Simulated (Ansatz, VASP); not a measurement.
## YPt3F2 in VASP and in Ansatz

```
Y Pt F
1.0
     5.78158    0.00000    0.00000
    -2.89079    5.00700    0.00000
     0.00000    0.00000    3.17381
Y Pt F
1 3 2
Direct
  0.00000 0.00000 0.00000
  0.50000 0.00000 0.50000
  0.50000 0.50000 0.50000
  0.00000 0.50000 0.50000
  0.33333 0.66667 0.00000
  0.66667 0.33333 0.00000
```

Change from the starting cell: species swapped into the DyB2Ru3 type (P6/mmm, No. 191).

Alike in both runs: task single point; functional PBE; k mesh 3 × 3 × 6; occupations gaussian, width 0.1 eV; no spin polarisation.

|  | VASP | Ansatz |
| --- | --- | --- |
| version | VASP 6.6.1 | Ansatz 0.2.0 |
| potentials or method | VASP PAW PBE potentials, release 64 (Y_sv, Pt, F), cutoff 520 eV | scalar-relativistic, plane waves, PAW |
| valence electrons in the cell | 55 | 79 |

VASP gave:

- gap on the k mesh at the Fermi level (eV): none
- pressure (GPa): 14.5
- traceless stress, the component that is largest in VASP (GPa): 18.00

Question: What did Ansatz give for the same quantities?

Answer: gap on the k mesh at the Fermi level (eV): none; pressure (GPa): 14.7; traceless stress, the component that is largest in VASP (GPa): 18.06.

A gap of «none» marks a metal or a gap that the smearing closes. VASP's potentials hold 55 valence electrons a cell and Ansatz's 79, so a difference there can come from the potentials and not from the codes.

The k mesh is coarse, so the values compare programs but aren't converged. Spin-orbit coupling is off throughout.
